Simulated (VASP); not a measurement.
Wanted: the native input for a VASP 6.6.1 run.

```yaml
Task: single point
Functional: PBE
Dispersion: D3(BJ)
Potentials_or_basis: VASP PAW PBE potentials, release 64 (Cd_sv_GW, F)
Cutoff: 520 eV
k_mesh: 6 × 6 × 4
Occupations: gaussian, width 0.02 eV
Spin: no spin polarisation
Dipole_correction: no
k_mesh_for_the_DOS: 9 × 9 × 6
Occupations_for_the_DOS: tetrahedron
Further_INCAR_settings: ALGO = Normal; EDIFF = 1e-06
```

Crystal: CdF2.

```
CELL_PARAMETERS angstrom
3.66093 0.00000 0.00000
-1.83047 3.17046 0.00000
0.00000 0.00000 7.13328
ATOMIC_POSITIONS crystal
Cd 0.66667 0.33333 0.66528
Cd 0.33333 0.66667 0.16528
F 0.00000 0.00000 0.77611
F 0.33333 0.66667 0.52484
F 0.66667 0.33333 0.02484
F 0.00000 0.00000 0.27611
```

The input as run:

POSCAR

```
CdF2
1.0
    3.6609348849      0.0000000000      0.0000000000
   -1.8304674424      3.1704626119      0.0000000000
    0.0000000000      0.0000000000      7.1332805811
Cd F
2 4
Direct
    0.6666666667      0.3333333333      0.6652754381
    0.3333333333      0.6666666667      0.1652754381
    0.0000000000      0.0000000000      0.7761131380
    0.3333333333      0.6666666667      0.5248404040
    0.6666666667      0.3333333333      0.0248404040
    0.0000000000      0.0000000000      0.2761131380
```

INCAR.step1

```
PREC = Accurate
ENCUT = 520
EDIFF = 1E-6
ISMEAR = 0
SIGMA = 0.02
LREAL = F
LASPH = T
NELM = 120
ALGO = Normal
ISIF = 2
LWAVE = F
LCHARG = T
GGA = PE
IVDW = 12
NBANDS = 43
GGA_COMPAT = F
NEDOS = 2001
LORBIT = 11
```

KPOINTS.step1

```
regular mesh
0
Gamma
  6 6 4
```

INCAR.step2

```
PREC = Accurate
ENCUT = 520
EDIFF = 1E-6
ISMEAR = -5
SIGMA = 0.02
LREAL = F
LASPH = T
NELM = 120
ALGO = Normal
ISIF = 2
LWAVE = F
LCHARG = F
GGA = PE
IVDW = 12
LORBIT = 11
NEDOS = 2001
ICHARG = 11
GGA_COMPAT = F
```

KPOINTS.step2

```
regular mesh
0
Gamma
  9 9 6
```

Potentials or basis: VASP PAW PBE potentials, release 64 (Cd_sv_GW, F).

Run with:

```console
$ cat potpaw_PBE.64/Cd_sv_GW/POTCAR potpaw_PBE.64/F/POTCAR > POTCAR
$ cp INCAR.step1 INCAR
$ cp KPOINTS.step1 KPOINTS
$ mpirun -np 1 vasp_std > vasp.out
$ cp INCAR.step2 INCAR
$ cp KPOINTS.step2 KPOINTS
$ mpirun -np 1 vasp_std > vasp.out
```

Results of the run:

```
Valence electrons inside the program's atomic spheres : Cd 17.58; F 6.07, 6.06 (each value once)
Dispersion energy per atom                            : -0.159 eV
```

Wall time 4 min on 1 thread of Intel(R) Xeon(R) Platinum 8375C CPU @ 2.90GHz (Ice Lake) (shared host), peak memory 0.3 GiB.
